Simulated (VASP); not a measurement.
## Ta2N: single point with PBE

The system is Ta2N.

```
CELL_PARAMETERS angstrom
5.34998 0.00000 0.00000
-2.67499 4.63322 0.00000
0.00000 0.00000 4.88935
ATOMIC_POSITIONS crystal
Ta 0.65531 0.65531 0.75285
Ta 0.00000 0.34469 0.75285
Ta 0.34469 0.00000 0.75285
Ta 0.34469 0.34469 0.24715
Ta 0.00000 0.65531 0.24715
Ta 0.65531 0.00000 0.24715
N 0.66667 0.33333 0.50000
N 0.33333 0.66667 0.50000
N 0.00000 0.00000 0.00000
```

This cell differs from its parent crystal: atoms shifted along a free coordinate, c/a of the conventional cell at fixed volume 0.9139.

- Program: VASP 6.6.1
- Task: single point
- Functional: PBE
- Potentials or basis: VASP PAW PBE potentials, release 64 (Ta_pv, N)
- Cutoff: 520 eV
- k mesh: 9 × 9 × 8
- Occupations: gaussian, width 0.15 eV
- Spin: no spin polarisation

```
Pressure               : 1.5 GPa
Largest force          : 1.532 eV/Å
Band gap on the k mesh : zero (an odd number of electrons rules out a gap without spin polarisation)
```

Forces on the atoms (eV/Å):
```
Ta   0.705  1.221  0.599
Ta   0.705 -1.221  0.599
Ta  -1.410  0.000  0.599
Ta  -0.705 -1.221 -0.599
Ta  -0.705  1.221 -0.599
Ta   1.410  0.000 -0.599
N    0.000  0.000  0.000
N    0.000  0.000  0.000
N    0.000  0.000  0.000
```

Stress tensor (GPa, compression positive):
```
-0.71  0.00  0.00
 0.00 -0.71  0.00
 0.00  0.00  5.78
```

Levels at points of the mesh, in eV from the Fermi level:
| k point | band 37 | band 38 | band 39 | band 40 | band 41 | band 42 | band 43 | band 44 | band 45 | band 46 |
| --- | --- | --- | --- | --- | --- | --- | --- | --- | --- | --- |
| (0.00, 0.00, 0.00) | -1.62 | -0.71 | -0.63 | -0.63 | -0.24 | -0.24 | -0.23 | 0.50 | 0.50 | 1.90 |
| (0.00, 0.00, 0.50) | -1.87 | -1.82 | -1.40 | -1.40 | -0.65 | 0.66 | 0.66 | 0.73 | 1.65 | 1.65 |

It took 3.4 min on 1 thread of Intel(R) Xeon(R) 6975P-C (Granite Rapids), with other jobs on the host, peak memory 0.47 GiB.

Caveat: the stress differs along the axes, from -1 to 6 GPa; spin-orbit coupling is left out, which moves the levels of the heavy elements; forces of over 1 eV/Å act on the atoms, so gaps and moduli don't describe the material at rest.
